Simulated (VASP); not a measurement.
# Be2C (Fm-3m) in VASP: single point with PBE

Aim: the single point of Be2C with PBE.

Everything below comes from runs of VASP 6.6.1. Logs are shortened: lines on timing, memory, paths and dates and some standing lists are left out, and cuts for length are marked.

### 1 The cell of the first run

It takes space group Fm-3m (No. 225, cubic). Conventional cell: a = 4.330 Å, b = 4.330 Å, c = 4.330 Å, α = 90.00°, β = 90.00°, γ = 90.00°. Be (site symmetry -43m) has 4 C at 1.87 Å and 6 Be at 2.17 Å within 2.5 Å. Within 2.5 Å of C (site symmetry m-3m) lie 8 Be at 1.87 Å.

### 2 Single point, PBE

INCAR

```
  PREC = Accurate
  ENCUT = 600
  EDIFF = 1E-6
  ISMEAR = 0
  SIGMA = 0.01
  LREAL = False
  LASPH = True
  NELM = 120
  ALGO = Normal
  ISIF = 2
  LWAVE = False
  LCHARG = False
  GGA = PE
  NBANDS = 11
  GGA_COMPAT = False
```

KPOINTS

```
regular mesh
0
Gamma
  8 8 8
```

POSCAR

```
Be2C
1.0
    0.0000000000      2.1650000000      2.1650000000
    2.1650000000      0.0000000000      2.1650000000
    2.1650000000      2.1650000000      0.0000000000
Be C
2 1
Direct
    0.2500000000      0.2500000000      0.2500000000
    0.7500000000      0.7500000000      0.7500000000
    0.0000000000      0.0000000000      0.0000000000
```

Potentials or basis: VASP PAW PBE potentials, release 64 (Be, C).

Launch:

```sh
$ cat potpaw_PBE.64/Be/POTCAR potpaw_PBE.64/C/POTCAR > POTCAR
$ mpirun -np 1 vasp_std > vasp.out
```

OUTCAR:

```text
PREC = Accurate
   ENCUT = 600
   EDIFF = 1E-6
   ISMEAR = 0
   LREAL = False
   LASPH = True
   NELM = 120
   ISIF = 2
   GGA = PE

 ion  position               nearest neighbor table
   1  0.250  0.250  0.250-   3 1.87   3 1.87   3 1.87   3 1.87   2 2.17   2 2.17   2 2.17   2 2.17
                             2 2.17   2 2.17
   2  0.750  0.750  0.750-   3 1.87   3 1.87   3 1.87   3 1.87   1 2.17   1 2.17   1 2.17   1 2.17
                             1 2.17   1 2.17
   3  0.000  0.000  0.000-   2 1.87   2 1.87   2 1.87   1 1.87   2 1.87   1 1.87   1 1.87   1 1.87

  LATTYP: Found a face centered cubic cell.
 ALAT       =     4.3300000000

  Lattice vectors:

 A1 = (   0.0000000000,   2.1650000000,   2.1650000000)
 A2 = (   2.1650000000,   0.0000000000,   2.1650000000)
 A3 = (   2.1650000000,   2.1650000000,   0.0000000000)

Analysis of symmetry for initial positions (statically):
=====================================================================
 Subroutine PRICEL returns:
 Original cell was already a primitive cell.

 Routine SETGRP: Setting up the symmetry group for a
 face centered cubic supercell.

 Subroutine GETGRP returns: Found 48 space group operations
 (whereof 48 operations were pure point group operations)
 out of a pool of 48 trial point group operations.

The static configuration has the point symmetry O_h .

Analysis of symmetry for dynamics (positions and initial velocities):
=====================================================================
 Subroutine PRICEL returns:
 Original cell was already a primitive cell.

 Routine SETGRP: Setting up the symmetry group for a
 face centered cubic supercell.

 Subroutine GETGRP returns: Found 48 space group operations
 (whereof 48 operations were pure point group operations)
 out of a pool of 48 trial point group operations.

The dynamic configuration has the point symmetry O_h .

 Subroutine INISYM returns: Found 48 space group operations
 (whereof 48 operations are pure point group operations),
 and found     1 'primitive' translations

----------------------------------------------------------------------------------------

                                     Primitive cell

  volume of cell :      20.2957

  direct lattice vectors                    reciprocal lattice vectors
     0.000000000  2.165000000  2.165000000    -0.230946882  0.230946882  0.230946882
     2.165000000  0.000000000  2.165000000     0.230946882 -0.230946882  0.230946882
[... 97 lines left out ...]
   PSTRESS=    0.0 pullay stress
   NELECT =       8.0000    total number of electrons
   NUPDOWN=      -1.0000    fix difference up-down
   EMIN   =  10.00;   EMAX   =-10.00  energy-range for DOS
   EFERMI =   0.00;   METHOD = LEGACY
   ISMEAR =     0;   SIGMA  =   0.01  broadening in eV -4-tet -1-fermi 0-gaus
   EFERMI_NEDOS =   21; number of points for ismear=-14 and -15
   IALGO  =     38    algorithm
   IMIX   =      4    mixing-type and parameters
     AMIX     =   0.40;   BMIX     =  1.00
     AMIX_MAG =   1.60;   BMIX_MAG =  1.00
  volume/ion in A,a.u.               =       6.77        45.65
  Fermi-wavevector in a.u.,A,eV,Ry     =   1.200338  2.268310 19.603432  1.440812
  Thomas-Fermi vector in A             =   2.336177
   LORBIT       =      0    0 simple, 1 ext, 2 COOP (PROOUT), +10 PAW based schemes
   GGA     = PE    functional components
   LHFCALC =     F    Hartree Fock is set to
   AEXX    =    0.0000 exact exchange contribution
   IVDW    =     0    specifies the selected vdW correction
   LEPSILON=     F    determine dielectric tensor
   LRPA    =     F    only Hartree local field effects (RPA)
 non-spin polarized calculation
 Gauss-broadening in eV      SIGMA  =   0.01
  energy-cutoff  :      600.00
  volume of cell :       20.30
 maximum number of plane-waves:       700
   NGX = 13   NGY = 13   NGZ = 13

 number of electron       8.0000000 magnetization

 Free energy of the ion-electron system (eV)
  ---------------------------------------------------
  ext. energy  EPLUGINS =         0.00000000
  ---------------------------------------------------
  free energy    TOTEN  =       -17.45651829 eV

  energy without entropy =      -17.45651829  energy(sigma->0) =      -17.45651829

 E-fermi :   7.8042     XC(G=0): -11.4363

 val. band max:        7.7237873273   @ k =   0.0000   0.0000   0.0000
 cond. band min:       8.8809383525   @ k =   0.5000   0.5000   0.0000
 fundamental gap:      1.1571510252
 Fermi energy:         7.8042127143

 k-point     1 :       0.0000    0.0000    0.0000
  band No.  band energies     occupation
      1      -7.3120      2.00000
      2       7.7238      2.00000
      3       7.7238      2.00000
      4       7.7238      2.00000
      5      11.8507      0.00000
      6      11.8507      0.00000
      7      11.8507      0.00000
      8      14.4680      0.00000
      9      20.8882      0.00000
     10      20.8882      0.00000
     11      20.8882      0.00000
[... 309 lines left out ...]
 k-point    24 :      -0.3750    0.2500    0.1250
  band No.  band energies     occupation
      1      -3.9949      2.00000
      2      -0.3121      2.00000
      3       3.6068      2.00000
      4       4.3368      2.00000
      5      12.8767      0.00000
      6      14.3078      0.00000
      7      17.4928      0.00000
      8      18.3489      0.00000
      9      19.8044      0.00000
     10      21.4175      0.00000
     11      25.0925      0.00000

 [... further k-points ...]

------------------------ aborting loop because EDIFF is reached ----------------------------------------

  FORCE on cell =-STRESS in cart. coord.  units (eV):
  Direction    XX          YY          ZZ          XY          YZ          ZX
  --------------------------------------------------------------------------------------
  -------------------------------------------------------------------------------------
  Total        0.0043438      0.0043438      0.0043438      0.0000000      0.0000000      0.0000000
  in kB        0.3429051      0.3429051      0.3429051      0.0000000      0.0000000      0.0000000
  external PRESSURE =       0.3429051 kB  Pullay stress =       0.0000000 kB

 VOLUME and BASIS-vectors are now :
 -----------------------------------------------------------------------------
  energy-cutoff  :      600.00
  volume of cell :       20.30
      direct lattice vectors                 reciprocal lattice vectors
     0.000000000  2.165000000  2.165000000    -0.230946882  0.230946882  0.230946882
     2.165000000  0.000000000  2.165000000     0.230946882 -0.230946882  0.230946882
     2.165000000  2.165000000  0.000000000     0.230946882  0.230946882 -0.230946882

 POSITION                                       TOTAL-FORCE (eV/Angst)
 -----------------------------------------------------------------------------------
      1.08250      1.08250      1.08250        -0.000000     -0.000000     -0.000000
      3.24750      3.24750      3.24750         0.000000      0.000000      0.000000
      0.00000      0.00000      0.00000         0.000000      0.000000      0.000000
 -----------------------------------------------------------------------------------
    total drift:                               -0.000000      0.000000      0.000000

  FREE ENERGIE OF THE ION-ELECTRON SYSTEM (eV)
  ---------------------------------------------------
  free  energy   TOTEN  =       -17.4565182856 eV

  energy  without entropy=      -17.4565182856  energy(sigma->0) =      -17.45651829
```

stdout:

```text
POSCAR found type information on POSCAR BeC
 POSCAR found :  2 types and       3 ions
 scaLAPACK will be used
 LDA part: xc-table for (Slater+PW92), standard interpolation
 POSCAR, INCAR and KPOINTS ok, starting setup
 FFT: planning ... GRIDC
 FFT: planning ... GRID_SOFT
 FFT: planning ... GRID
 WAVECAR not read
 entering main loop
```

It took 10 s on 1 thread of Intel Xeon 8259CL, shared host; peak memory 0.13 GiB.

Results:

| Property | Result |
| --- | --- |
| Free energy | -17.4565 eV |
| Pressure | 0.0 GPa |
| Band gap on the k mesh | 1.16 eV, indirect (least direct gap 4.13 eV) |

Levels at points of the mesh, in eV from the valence-band top:
| k point | band 2 | band 3 | band 4 | band 5 | band 6 | band 7 |
| --- | --- | --- | --- | --- | --- | --- |
| (0.00, 0.00, 0.00) | 0.00 | 0.00 | 0.00 | 4.13 | 4.13 | 4.13 |
| (0.50, 0.00, 0.00) | -8.72 | -1.83 | -1.83 | 5.00 | 5.00 | 7.00 |
| (0.50, 0.50, 0.00) | -6.77 | -4.72 | -4.72 | 1.16 | 5.72 | 13.24 |
